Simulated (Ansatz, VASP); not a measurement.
Sb: VASP beside Ansatz

```xyz
1
Lattice="0.0000 2.3981 2.3981 2.3981 0.0000 2.3981 2.3981 2.3981 0.0000" Properties=species:S:1:pos:R:3 pbc="T T T"
Sb    0.0000    0.0000    0.0000
```

Alike in both runs: functional PBE; k mesh 15 × 15 × 15; occupations fermi-dirac, width 0.05 eV; non-collinear spin, spin-orbit coupling.

Ansatz relaxed the structure, and its values are those at the end. VASP's run is a single point on that final structure, the one shown.

|  | VASP | Ansatz |
| --- | --- | --- |
| version | VASP 6.6.1 | Ansatz 0.2.0 |
| potentials or method | VASP PAW PBE potentials, release 64 (Sb) | PAW with Ansatz's default frozen-core files, fully relativistic files with spin-orbit coupling |
| plane-wave cutoff (eV) | 520 | 420 |
| valence electrons in the cell | 5 | 15 |

Ansatz gave:

- pressure (GPa): 0.0
- net moment per atom (μB): 0.00

Task: Which values does VASP return?

Result: Pressure (GPa): -0.1; net moment per atom (μB): 0.00.

VASP's potentials hold 5 valence electrons a cell and Ansatz's 15, so a difference there can come from the potentials and not from the codes.
